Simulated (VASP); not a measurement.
# Ce (Im-3m) in VASP: a series of runs

Runs on Ce. Level: PBE. Tasks: single point.

All numbers are computed with VASP 6.6.1; they aren't measurements. Logs are shortened: lines on timing, memory, paths and dates and some standing lists are left out, and cuts for length are marked.

### Step 1. The cell of the first run

The structure is cubic, space group Im-3m (No. 229). Conventional cell: a = 3.741 Å, b = 3.741 Å, c = 3.741 Å, α = 90.00°, β = 90.00°, γ = 90.00°. Within 4.3 Å of Ce (site symmetry m-3m) lie 14 Ce at 3.24 to 3.74 Å.

This isn't the form of Ce at room conditions, which is fcc.

### Step 2. Single point, PBE

INCAR

```
SYSTEM = Ce
PREC = Accurate
ENCUT = 520
EDIFF = 1E-6
ISMEAR = -1
SIGMA = 0.06122561905347299
LREAL = .False.
LASPH = .True.
NELM = 60
ALGO = Normal
ISIF = 2
LWAVE = .False.
LCHARG = .False.
GGA = PE
NBANDS = 12
```

KPOINTS

```
Automatic mesh
0
Gamma
  20 20 20
  0 0 0
```

POSCAR

```
Ce
1.0
   -1.8705493729      1.8705493729      1.8705493729
    1.8705493729     -1.8705493729      1.8705493729
    1.8705493729      1.8705493729     -1.8705493729
Ce
1
Direct
    0.0000000000      0.0000000000      0.0000000000
```

Potentials or basis: VASP PAW PBE potentials, release 64 (Ce).

Launch:

```console
> cat potpaw_PBE.64/Ce/POTCAR > POTCAR
> mpirun -np 1 vasp_std > vasp.out
```

OUTCAR:

```text
SYSTEM = Ce
   PREC = Accurate
   ENCUT = 520
   EDIFF = 1E-6
   ISMEAR = -1
   LREAL = .False.
   LASPH = .True.
   NELM = 60
   ISIF = 2
   GGA = PE

 ion  position               nearest neighbor table
   1  0.000  0.000  0.000-

  LATTYP: Found a body centered cubic cell.
 ALAT       =     3.7410987458

  Lattice vectors:

 A1 = (  -1.8705493729,   1.8705493729,   1.8705493729)
 A2 = (   1.8705493729,  -1.8705493729,   1.8705493729)
 A3 = (   1.8705493729,   1.8705493729,  -1.8705493729)

Analysis of symmetry for initial positions (statically):
=====================================================================
 Subroutine PRICEL returns:
 Original cell was already a primitive cell.

 Routine SETGRP: Setting up the symmetry group for a
 body centered cubic supercell.

 Subroutine GETGRP returns: Found 48 space group operations
 (whereof 48 operations were pure point group operations)
 out of a pool of 48 trial point group operations.

The static configuration has the point symmetry O_h .

Analysis of symmetry for dynamics (positions and initial velocities):
=====================================================================
 Subroutine PRICEL returns:
 Original cell was already a primitive cell.

 Routine SETGRP: Setting up the symmetry group for a
 body centered cubic supercell.

 Subroutine GETGRP returns: Found 48 space group operations
 (whereof 48 operations were pure point group operations)
 out of a pool of 48 trial point group operations.

The dynamic configuration has the point symmetry O_h .

 Subroutine INISYM returns: Found 48 space group operations
 (whereof 48 operations are pure point group operations),
 and found     1 'primitive' translations

----------------------------------------------------------------------------------------

                                     Primitive cell

  volume of cell :      26.1799

  direct lattice vectors                    reciprocal lattice vectors
    -1.870549373  1.870549373  1.870549373     0.000000000  0.267301151  0.267301151
     1.870549373 -1.870549373  1.870549373     0.267301151  0.000000000  0.267301151
     1.870549373  1.870549373 -1.870549373     0.267301151  0.267301151  0.000000000

  length of vectors
     3.239886552  3.239886552  3.239886552     0.378020913  0.378020913  0.378020913

  position of ions in fractional coordinates (direct lattice)
     0.000000000  0.000000000  0.000000000

  ion indices of the primitive-cell ions
   primitive index   ion index
                 1           1

----------------------------------------------------------------------------------------

 KPOINTS: Automatic mesh

Automatic generation of k-mesh.
 Grid dimensions read from file:
 generate k-points for:   20   20   20

 Generating k-lattice:

  Cartesian coordinates                     Fractional coordinates (reciprocal lattice)
     0.000000000  0.013365058  0.013365058     0.050000000  0.000000000  0.000000000
     0.013365058  0.000000000  0.013365058     0.000000000  0.050000000  0.000000000
     0.013365058  0.013365058  0.000000000     0.000000000  0.000000000  0.050000000

  Length of vectors
     0.018901046  0.018901046  0.018901046

  Shift w.r.t. Gamma in fractional coordinates (k-lattice)
     0.000000000  0.000000000  0.000000000

 Subroutine IBZKPT returns following result:
 ===========================================

 Found    256 irreducible k-points:

 Following reciprocal coordinates:
            Coordinates               Weight
  0.000000  0.000000  0.000000      1.000000
  0.050000  0.000000  0.000000     12.000000
  0.100000  0.000000  0.000000     12.000000
  0.150000  0.000000  0.000000     12.000000
  0.200000  0.000000  0.000000     12.000000
  0.250000  0.000000  0.000000     12.000000
[... 16 lines left out ...]
  0.200000  0.100000 -0.000000     48.000000
  0.250000  0.100000  0.000000     48.000000
 [... further k-points ...]
   k-points           NKPTS =    256   k-points in BZ     NKDIM =    256   number of bands    NBANDS=     12
   number of dos      NEDOS =    301   number of ions     NIONS =      1
   total plane-waves  NPLWV =  13824
   dimension x,y,z NGX =    24 NGY =   24 NGZ =   24
   dimension x,y,z NGXF=    48 NGYF=   48 NGZF=   48
   ions per type =               1
   NGX,Y,Z   is equivalent  to a cutoff of  12.31, 12.31, 12.31 a.u.
   NGXF,Y,Z  is equivalent  to a cutoff of  24.63, 24.63, 24.63 a.u.
 SYSTEM =  Ce
   PREC   = accura    normal or accurate (medium, high low for compatibility)
   ISTART =      0    job   : 0-new  1-cont  2-samecut
   ICHARG =      2    charge: 1-file 2-atom 10-const
   ISPIN  =      1    spin polarized calculation?
   LNONCOLLINEAR =      F non collinear calculations
   LSORBIT =      F    spin-orbit coupling
   LASPH  =      T    aspherical Exc in radial PAW
   ENCUT  =  520.0 eV  38.22 Ry    6.18 a.u.   6.02  6.02  6.02*2*pi/ulx,y,z
   NELM   =     60;   NELMIN=  2; NELMDL= -5     # of ELM steps
   EDIFF  = 0.1E-05   stopping-criterion for ELM
   LREAL  =      F    real-space projection
   EDIFFG = 0.1E-04   stopping-criterion for IOM
   NSW    =      0    number of steps for IOM
   IBRION =     -1    ionic relax: 0-MD 1-quasi-New 2-CG
   NFREE  =      0    steps in history (QN), initial steepest desc. (CG)
   ISIF   =      2    stress and relaxation
   ISYM   =      2    0-nonsym 1-usesym 2-fastsym
   POTIM  = 0.5000    time-step for ionic-motion
   TEBEG  =    0.0;   TEEND  =   0.0 temperature during run
   PSTRESS=    0.0 pullay stress
   NELECT =      12.0000    total number of electrons
   NUPDOWN=      -1.0000    fix difference up-down
   EMIN   =  10.00;   EMAX   =-10.00  energy-range for DOS
   EFERMI =   0.00;   METHOD = LEGACY
   ISMEAR =    -1;   SIGMA  =   0.06  broadening in eV -4-tet -1-fermi 0-gaus
   EFERMI_NEDOS =   21; number of points for ismear=-14 and -15
   IALGO  =     38    algorithm
   IMIX   =      4    mixing-type and parameters
     AMIX     =   0.40;   BMIX     =  1.00
     AMIX_MAG =   1.60;   BMIX_MAG =  1.00
  volume/ion in A,a.u.               =      26.18       176.67
  Fermi-wavevector in a.u.,A,eV,Ry     =   1.262252  2.385310 21.677893  1.593280
  Thomas-Fermi vector in A             =   2.395670
   LORBIT       =      0    0 simple, 1 ext, 2 COOP (PROOUT), +10 PAW based schemes
   GGA     = PE    functional components
   LHFCALC =     F    Hartree Fock is set to
   AEXX    =    0.0000 exact exchange contribution
   IVDW    =     0    specifies the selected vdW correction
   LEPSILON=     F    determine dielectric tensor
   LRPA    =     F    only Hartree local field effects (RPA)
 non-spin polarized calculation
  energy-cutoff  :      520.00
  volume of cell :       26.18
 maximum number of plane-waves:       720
   NGX = 13   NGY = 13   NGZ = 13

 number of electron      12.0000000 magnetization

 Free energy of the ion-electron system (eV)
  ---------------------------------------------------
  ext. energy  EPLUGINS =         0.00000000
  ---------------------------------------------------
  free energy    TOTEN  =        -5.71741715 eV

  energy without entropy =       -5.66825956  energy(sigma->0) =       -5.69283836

 E-fermi :   9.3785     XC(G=0): -11.3456

 val. band max:        9.3776006928   @ k =   0.5000   0.5000   0.1500
 cond. band min:       9.3788760399   @ k =   0.3500   0.2000   0.0500
 fundamental gap:      0.0012753470
 Fermi energy:         9.3784714341

 k-point     1 :       0.0000    0.0000    0.0000
  band No.  band energies     occupation
      1     -25.2960      2.00000
      2      -6.3963      2.00000
      3      -6.3963      2.00000
      4      -6.3963      2.00000
      5       6.6721      2.00000
      6       9.4969      0.25270
      7       9.4969      0.25270
      8       9.4969      0.25270
      9      10.4219      0.00000
     10      10.4219      0.00000
     11      10.4219      0.00000
     12      10.6841      0.00000

 k-point     2 :       0.0500    0.0000    0.0000
  band No.  band energies     occupation
      1     -25.2828      2.00000
      2      -6.4833      2.00000
      3      -6.4206      2.00000
      4      -6.3979      2.00000
      5       6.7960      2.00000
      6       9.4683      0.37478
      7       9.4890      0.28241
      8       9.4984      0.24712
      9      10.3865      0.00000
     10      10.3894      0.00000
     11      10.4135      0.00000
     12      10.6062      0.00000

 k-point     3 :       0.1000    0.0000    0.0000
  band No.  band energies     occupation
      1     -25.2444      2.00000
      2      -6.7287      2.00000
      3      -6.4903      2.00000
      4      -6.4026      2.00000
      5       7.1361      2.00000
      6       9.3913      0.89542
      7       9.4647      0.39323
      8       9.5031      0.23095
      9      10.2897      0.00000
     10      10.3097      0.00000
     11      10.3914      0.00000
     12      10.5438      0.00000

 k-point     4 :       0.1500    0.0000    0.0000
  band No.  band energies     occupation
      1     -25.1840      2.00000
      2      -7.0926      2.00000
      3      -6.5965      2.00000
      4      -6.4101      2.00000
      5       7.5851      2.00000
      6       9.3122      1.49395
      7       9.4217      0.66090
      8       9.5109      0.20634
      9      10.1833      0.00000
     10      10.2339      0.00000
     11      10.3634      0.00000
     12      10.5263      0.00000

 k-point     5 :       0.2000    0.0000    0.0000
  band No.  band energies     occupation
      1     -25.1062      2.00000
      2      -7.5246      2.00000
      3      -6.7265      2.00000
      4      -6.4197      2.00000
      5       7.9172      2.00000
      6       9.3579      1.16639
      7       9.3630      1.12606
      8       9.5211      0.17733
      9      10.1041      0.00001
     10      10.1833      0.00000
     11      10.3385      0.00000
     12      10.5214      0.00000
[... 228 lines left out ...]
      1     -25.1495      2.00000
      2      -7.2751      2.00000
      3      -6.6053      2.00000
      4      -6.4820      2.00000
      5       7.8514      2.00000
      6       9.2317      1.83312
      7       9.3707      1.06298
      8       9.5602      0.09782
      9      10.1515      0.00001
     10      10.2710      0.00000
     11      10.2789      0.00000
     12      10.4621      0.00000

 k-point    22 :       0.1500    0.1000    0.0000
  band No.  band energies     occupation
      1     -25.0749      2.00000
      2      -7.6528      2.00000
      3      -6.7385      2.00000
      4      -6.5111      2.00000
      5       8.1966      2.00000
      6       9.1550      1.94932
      7       9.3884      0.91884
      8       9.5934      0.05806
      9      10.1251      0.00001
     10      10.1925      0.00000
     11      10.2605      0.00000
     12      10.4414      0.00000

 k-point    23 :       0.2000    0.1000   -0.0000
  band No.  band energies     occupation
      1     -24.9904      2.00000
      2      -8.0469      2.00000
      3      -6.8989      2.00000
      4      -6.5307      2.00000
      5       8.2276      2.00000
      6       9.1443      1.95729
      7       9.5126      0.20121
      8       9.6549      0.02167
      9      10.0943      0.00002
     10      10.1784      0.00000
     11      10.2592      0.00000
     12      10.4284      0.00000

 k-point    24 :       0.2500    0.1000    0.0000
  band No.  band energies     occupation
      1     -24.9040      2.00000
      2      -8.4223      2.00000
      3      -7.0594      2.00000
      4      -6.5471      2.00000
      5       8.0463      2.00000
      6       9.1179      1.97203
      7       9.5782      0.07375
      8       9.7639      0.00368
      9      10.0427      0.00004
     10      10.2282      0.00000
     11      10.2855      0.00000
     12      10.4195      0.00000

 [... further k-points ...]

------------------------ aborting loop because EDIFF is reached ----------------------------------------

  FORCE on cell =-STRESS in cart. coord.  units (eV):
  Direction    XX          YY          ZZ          XY          YZ          ZX
  --------------------------------------------------------------------------------------
  -------------------------------------------------------------------------------------
  Total        0.2104071      0.2104071      0.2104071      0.0000000      0.0000000      0.0000000
  in kB       12.8766689     12.8766689     12.8766689      0.0000000      0.0000000      0.0000000
  external PRESSURE =      12.8766689 kB  Pullay stress =       0.0000000 kB

 VOLUME and BASIS-vectors are now :
 -----------------------------------------------------------------------------
  energy-cutoff  :      520.00
  volume of cell :       26.18
      direct lattice vectors                 reciprocal lattice vectors
    -1.870549373  1.870549373  1.870549373     0.000000000  0.267301151  0.267301151
     1.870549373 -1.870549373  1.870549373     0.267301151  0.000000000  0.267301151
     1.870549373  1.870549373 -1.870549373     0.267301151  0.267301151  0.000000000

 POSITION                                       TOTAL-FORCE (eV/Angst)
 -----------------------------------------------------------------------------------
      0.00000      0.00000      0.00000         0.000000     -0.000000     -0.000000
 -----------------------------------------------------------------------------------
    total drift:                                0.000000     -0.000000     -0.000000

  FREE ENERGIE OF THE ION-ELECTRON SYSTEM (eV)
  ---------------------------------------------------
  free  energy   TOTEN  =        -5.7174171508 eV

  energy  without entropy=       -5.6682595620  energy(sigma->0) =       -5.69283836
```

It took 28 s on 1 thread of Intel Xeon 6975P-C (Granite Rapids), shared host; peak memory 0.22 GiB.

Results:

```yaml
Free_energy: -5.7174 eV
Pressure: 1.3 GPa
Band_gap_on_the_k_mesh: zero (bands 6 and 7 overlap by 1.03 eV)
```

Caveat: spin-orbit coupling is left out, which moves the levels of the heavy elements; semilocal functionals describe open f shells poorly, which spoils levels, moments and volumes.

### Step 3. Single point, PBE

INCAR

```
PREC = Accurate
ENCUT = 520
EDIFF = 1E-7
ISMEAR = -1
SIGMA = 0.06122561905347299
LREAL = False
LASPH = True
NELM = 60
ALGO = Normal
ISIF = 2
LWAVE = False
LCHARG = False
GGA = PE
NBANDS = 12
```

KPOINTS

```
Automatic mesh
0
Gamma
  20 20 20
```

POSCAR is that of step 2.

Potentials or basis: VASP PAW PBE potentials, release 64 (Ce).

Launch:

```console
> cat potpaw_PBE.64/Ce/POTCAR > POTCAR
> mpirun -np 1 vasp_std > vasp.out
```

Wall time 28 s (1 thread of Intel Xeon 6975P-C (Granite Rapids), shared host); peak memory 0.22 GiB.

It converged, with:

```yaml
Free_energy: -5.7174 eV
Pressure: 1.3 GPa
Band_gap_on_the_k_mesh: zero (bands 6 and 7 overlap by 1.03 eV)
```

Levels at points of the mesh, in eV from the Fermi level:
```
           k point  band 2  band 3  band 4  band 5  band 6  band 7  band 8  band 9  band 10  band 11
(0.00, 0.00, 0.00)  -15.77  -15.77  -15.77   -2.71    0.12    0.12    0.12    1.04     1.04     1.04
(0.50, 0.00, 0.00)  -18.67  -16.67  -15.85   -2.23   -0.47    0.19    0.42    0.60     0.86     0.98
(0.50, 0.50, 0.50)  -17.69  -17.69  -17.69   -2.81   -2.81    0.30    0.63    0.63     0.63     1.10
```

Caveat: spin-orbit coupling is left out, which moves the levels of the heavy elements; semilocal functionals describe open f shells poorly, which spoils levels, moments and volumes. Spin polarisation is off, so any magnetic state and its effect on volume and gap are missing.
